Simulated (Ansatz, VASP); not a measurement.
# Two plane-wave programs on As

```
CELL_PARAMETERS angstrom
0.00000 1.70663 1.70663
1.70663 0.00000 1.70663
1.70663 1.70663 0.00000
ATOMIC_POSITIONS crystal
As 0.00000 0.00000 0.00000
```

Change from the starting cell: volume scaled by 0.514, to set the pressure.

Alike in both runs: task single point; functional PBE; k mesh 19 × 19 × 19; occupations fermi-dirac, width 0.08 eV; no spin polarisation.

```csv
,VASP,Ansatz
version,VASP 6.6.1,Ansatz 0.2.0
potentials or method,"VASP PAW PBE potentials, release 64 (As)","PAW with Ansatz's default frozen-core files, scalar-relativistic"
plane-wave cutoff (eV),520,420
valence electrons in the cell,5,15
```

|  | VASP | Ansatz | Ansatz less VASP |
| --- | --- | --- | --- |
| pressure (GPa) | 227.1 | 219.6 | -7.49 |

Both programs put the cell under a high pressure, so it lies far from rest at this level. The functional is the same, so the differences come from potentials, cutoffs and numerics. VASP's potentials hold 5 valence electrons a cell and Ansatz's 15, so a difference there can come from the potentials and not from the codes.

Noted on VASP's run: the cell as given lies far from equilibrium.
